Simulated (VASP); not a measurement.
# Ti (P6/mmm) in VASP: vibrations by perturbation theory with PBEsol

Aim: the vibrations by perturbation theory of Ti with PBEsol.

All numbers are computed with VASP 6.6.1; they aren't measurements. Logs are shortened: lines on timing, memory, paths and dates and some standing lists are left out, and cuts for length are marked.

### 1 The cell of the first run

Symmetry: P6/mmm, No. 191, hexagonal system. The conventional cell has a = 4.492 Å, b = 4.492 Å, c = 2.779 Å, α = 90.00°, β = 90.00°, γ = 120.00°. Ti (site symmetry 6/mmm) has 14 Ti at 2.78 to 2.94 Å within 3.7 Å. Ti (site symmetry -6m2) has 11 Ti at 2.59 to 2.94 Å within 3.4 Å.

This isn't the form of Ti at room conditions, which is hcp.

### 2 Vibrations by perturbation theory, PBEsol (16.19 Å³/atom)

INCAR

```
SYSTEM = Ti
  PREC = Accurate
  ENCUT = 520
  EDIFF = 1E-8
  ISMEAR = -1
  SIGMA = 0.15
  LREAL = .False.
  LASPH = .True.
  NELM = 60
  ALGO = Normal
  ISIF = 2
  LWAVE = .False.
  LCHARG = .True.
  GGA = PS
  NBANDS = 25
  IBRION = 8
  NSW = 1
```

KPOINTS

```
regular mesh
0
Gamma
  12 12 14
  0 0 0
```

POSCAR

```
Ti
1.0
    4.4919314587      0.0000000000      0.0000000000
   -2.2459657293      3.8901267553      0.0000000000
    0.0000000000      0.0000000000      2.7794537743
Ti
3
Direct
    0.0000000000      0.0000000000      0.0000000000
    0.3333333333      0.6666666667      0.5000000000
    0.6666666667      0.3333333333      0.5000000000
```

Potentials or basis: VASP PAW PBE potentials, release 64 (Ti_sv).

Launch:

```sh
cat potpaw_PBE.64/Ti_sv/POTCAR > POTCAR
mpirun -np 1 vasp_std > vasp.out
```

OUTCAR:

```text
SYSTEM = Ti
   PREC = Accurate
   ENCUT = 520
   EDIFF = 1E-8
   ISMEAR = -1
   LREAL = .False.
   LASPH = .True.
   NELM = 60
   ISIF = 2
   GGA = PS
   IBRION = 8
   NSW = 1

 ion  position               nearest neighbor table
   1  0.000  0.000  0.000-
   2  0.333  0.667  0.500-   3 2.59   3 2.59   3 2.59
   3  0.667  0.333  0.500-   2 2.59   2 2.59   2 2.59

  LATTYP: Found a hexagonal cell.
 ALAT       =     4.4919314587
 C/A-ratio  =     0.6187658471

  Lattice vectors:

 A1 = (   4.4919314587,   0.0000000000,   0.0000000000)
 A2 = (  -2.2459657293,   3.8901267553,   0.0000000000)
 A3 = (   0.0000000000,   0.0000000000,   2.7794537743)

Analysis of symmetry for initial positions (statically):
=====================================================================
 Subroutine PRICEL returns:
 Original cell was already a primitive cell.

 Routine SETGRP: Setting up the symmetry group for a
 hexagonal supercell.

 Subroutine GETGRP returns: Found 24 space group operations
 (whereof 24 operations were pure point group operations)
 out of a pool of 24 trial point group operations.

The static configuration has the point symmetry D_6h.

Analysis of symmetry for dynamics (positions and initial velocities):
=====================================================================
 Subroutine PRICEL returns:
 Original cell was already a primitive cell.

 Routine SETGRP: Setting up the symmetry group for a
 hexagonal supercell.

 Subroutine GETGRP returns: Found 24 space group operations
 (whereof 24 operations were pure point group operations)
 out of a pool of 24 trial point group operations.

The dynamic configuration has the point symmetry D_6h.

 Subroutine INISYM returns: Found 24 space group operations
 (whereof 24 operations are pure point group operations),
 and found     1 'primitive' translations

----------------------------------------------------------------------------------------

                                     Primitive cell

  volume of cell :      48.5687

  direct lattice vectors                    reciprocal lattice vectors
     4.491931459  0.000000000  0.000000000     0.222621384  0.128530516  0.000000000
    -2.245965729  3.890126755  0.000000000     0.000000000  0.257061032  0.000000000
     0.000000000  0.000000000  2.779453774     0.000000000  0.000000000  0.359782922

  length of vectors
     4.491931459  4.491931459  2.779453774     0.257061032  0.257061032  0.359782922

  position of ions in fractional coordinates (direct lattice)
     0.000000000  0.000000000  0.000000000
     0.333333333  0.666666667  0.500000000
     0.666666667  0.333333333  0.500000000

  ion indices of the primitive-cell ions
   primitive index   ion index
                 1           1
                 2           2
                 3           3

----------------------------------------------------------------------------------------

 KPOINTS: regular mesh

Automatic generation of k-mesh.
 Grid dimensions read from file:
 generate k-points for:   12   12   14

 Generating k-lattice:

  Cartesian coordinates                     Fractional coordinates (reciprocal lattice)
     0.018551782  0.010710876  0.000000000     0.083333333  0.000000000  0.000000000
     0.000000000  0.021421753  0.000000000     0.000000000  0.083333333  0.000000000
[... 84 lines left out ...]
   LHFCALC =     F    Hartree Fock is set to
   AEXX    =    0.0000 exact exchange contribution
   IVDW    =     0    specifies the selected vdW correction
   LEPSILON=     F    determine dielectric tensor
   LRPA    =     F    only Hartree local field effects (RPA)
 non-spin polarized calculation
  energy-cutoff  :      520.00
  volume of cell :       48.57
 maximum number of plane-waves:      1330
 NGX is ok and might be reduce to    36
   NGX = 17   NGY = 17   NGZ = 11

--------------------------------------- Ionic step        1  -------------------------------------------

 number of electron      36.0000012 magnetization

 Free energy of the ion-electron system (eV)
  ---------------------------------------------------
  ext. energy  EPLUGINS =         0.00000000
  ---------------------------------------------------
  free energy    TOTEN  =       -25.16692731 eV

  energy without entropy =      -24.91988781  energy(sigma->0) =      -25.04340756

 E-fermi :   8.8220     XC(G=0): -11.9737

 val. band max:        8.8167513011   @ k =   0.4167   0.1667   0.2857
 cond. band min:       8.8242354088   @ k =   0.0000   0.0000   0.0000
 fundamental gap:      0.0074841077
 Fermi energy:         8.8220196288

 k-point     1 :       0.0000    0.0000    0.0000
  band No.  band energies     occupation
      1     -47.6488      2.00000
      2     -47.4298      2.00000
      3     -47.2386      2.00000
      4     -24.0797      2.00000
      5     -24.0797      2.00000
      6     -24.0593      2.00000
[... 661 lines left out ...]
     24      11.0753      0.00000
     25      11.6765      0.00000

 [... further k-points ...]
[... 5 lines left out ...]
  --------------------------------------------------------------------------------------
  -------------------------------------------------------------------------------------
  Total        0.6608703      0.6608703      0.6605219      0.0000000      0.0000000     -0.0000000
  in kB       21.8007014     21.8007014     21.7892086      0.0000000      0.0000000     -0.0000000
  external PRESSURE =      21.7968705 kB  Pullay stress =       0.0000000 kB

 VOLUME and BASIS-vectors are now :
 -----------------------------------------------------------------------------
  energy-cutoff  :      520.00
  volume of cell :       48.57
      direct lattice vectors                 reciprocal lattice vectors
     4.491931459  0.000000000  0.000000000     0.222621384  0.128530516  0.000000000
    -2.245965729  3.890126755  0.000000000     0.000000000  0.257061032  0.000000000
     0.000000000  0.000000000  2.779453774     0.000000000  0.000000000  0.359782922

 POSITION                                       TOTAL-FORCE (eV/Angst)
 -----------------------------------------------------------------------------------
      0.00000      0.00000      0.00000         0.000000      0.000000      0.000000
     -0.00000      2.59342      1.38973         0.000000     -0.000000     -0.000000
      2.24597      1.29671      1.38973        -0.000000      0.000000      0.000000
 -----------------------------------------------------------------------------------
    total drift:                                0.000000      0.000000     -0.000000

  FREE ENERGIE OF THE ION-ELECTRON SYSTEM (eV)
  ---------------------------------------------------
  free  energy   TOTEN  =       -25.1669273063 eV

  energy  without entropy=      -24.9198878110  energy(sigma->0) =      -25.04340756

[... ionic steps 2 to 3 ...]

--------------------------------------- Ionic step        4  -------------------------------------------

------------------------ aborting loop because EDIFF is reached ----------------------------------------
[... 11 lines left out ...]
[... ionic steps 8 to 8 ...]

--------------------------------------- Ionic step        9  -------------------------------------------

 Free energy of the ion-electron system (eV)
  ---------------------------------------------------
  ---------------------------------------------------
  free energy    TOTEN  =        -0.57187154 eV

  energy without entropy =       -0.57187154

------------------------ aborting loop because EDIFF is reached ----------------------------------------

 INTERNAL STRAIN TENSOR  FOR ION    2  DIRECTION 3   (eV/Angst):
 -----------------------------------------------------------------------------
     0.02877  0.00000  0.00000
     0.00000  0.02877  0.00000
     0.00000 -0.00000  0.03783

 INTERNAL STRAIN TENSOR FOR ION    3 for displacements in x,y,z  (eV/Angst):
          X           Y           Z          XY          YZ          ZX
  --------------------------------------------------------------------------------
  x    -0.00000     0.00000     0.00000    -0.33276     0.00000     0.00000
  y    -0.33276     0.33276     0.00000     0.00000     0.00000     0.00000
  z     0.00000     0.00000     0.00000    -0.00000     0.00000     0.00000

 SECOND DERIVATIVES (NOT SYMMETRIZED)
 ------------------------------------
               1X          1Y          1Z          2X          2Y          2Z          3X          3Y          3Z
  1X    -3.847773   -0.000000    0.000000    1.923887    0.000000    0.000000    1.923887    0.000000    0.000000
  1Y    -0.000000   -3.847773    0.000000    0.000000    1.923887    0.000000    0.000000    1.923887    0.000000
  1Z     0.000000   -0.000000   -5.863387    0.000000    0.000000    2.931694    0.000000    0.000000    2.931694
  2X     1.939615    0.000000    0.000000   -4.458485   -0.000000    0.000000    2.518870    0.000000    0.000000
  2Y     0.000000    1.939615    0.000000   -0.000000   -4.458485    0.000000    0.000000    2.518870    0.000000
  2Z     0.000000   -0.000000    2.918689    0.000000    0.000000   -2.869287   -0.000000    0.000000   -0.049402
  3X     1.939615    0.000000    0.000000    2.518870    0.000000    0.000000   -4.458485   -0.000000    0.000000
  3Y     0.000000    1.939615    0.000000    0.000000    2.518870    0.000000   -0.000000   -4.458485    0.000000
  3Z     0.000000   -0.000000    2.918689   -0.000000    0.000000   -0.049402    0.000000    0.000000   -2.869287

 Eigenvectors and eigenvalues of the dynamical matrix
 ----------------------------------------------------

   1 f  =    6.695338 THz    42.068048 2PiTHz  223.332429 cm-1    27.689680 meV
             X         Y         Z           dx          dy          dz
      0.000000  0.000000  0.000000     0.000000   -0.000000    0.817101
     -0.000000  2.593418  1.389727     0.000000   -0.000000   -0.407644
      2.245966  1.296709  1.389727    -0.000000    0.000000   -0.407644
[... 43 lines left out ...]
   9 f/i=    0.010445 THz     0.065626 2PiTHz    0.348396 cm-1     0.043196 meV
             X         Y         Z           dx          dy          dz
      0.000000  0.000000  0.000000    -0.041071   -0.577459   -0.000000
     -0.000000  2.593418  1.389727    -0.040904   -0.575112   -0.000000
      2.245966  1.296709  1.389727    -0.040904   -0.575112   -0.000000

--------------------------------------------------------------------------------------------------------

 ELASTIC MODULI CONTR FROM IONIC RELAXATION (kBar)
 Direction    XX          YY          ZZ          XY          YZ          ZX
 --------------------------------------------------------------------------------
 XX          -1.0470      1.0470      0.0000     -0.0000      0.0000     -0.0000
 YY           1.0470     -1.0470     -0.0000     -0.0000      0.0000      0.0000
 ZZ           0.0000      0.0000     -0.0000      0.0000      0.0000      0.0000
 XY          -0.0000     -0.0000      0.0000     -1.0470      0.0000     -0.0000
 YZ           0.0000      0.0000      0.0000      0.0000      0.0000      0.0000
 ZX          -0.0000      0.0000      0.0000     -0.0000      0.0000     -0.0000
 --------------------------------------------------------------------------------
```

Wall time 64 min (1 thread of Oxide Virtual Turin-like, shared host); peak memory 1.2 GiB.

Results:

```
Highest phonon frequency at Γ : 223 cm⁻¹
```

Phonon frequencies in cm⁻¹ (negative: imaginary):
| q point | frequencies |
| --- | --- |
| (0.000, 0.000, 0.000) | 0 0 0 127 181 181 199 199 223 |

Caveat: the cell stands under pressure or tension, which shifts response properties; the PAW data sets were made with another functional, which shifts forces and pressure a little.
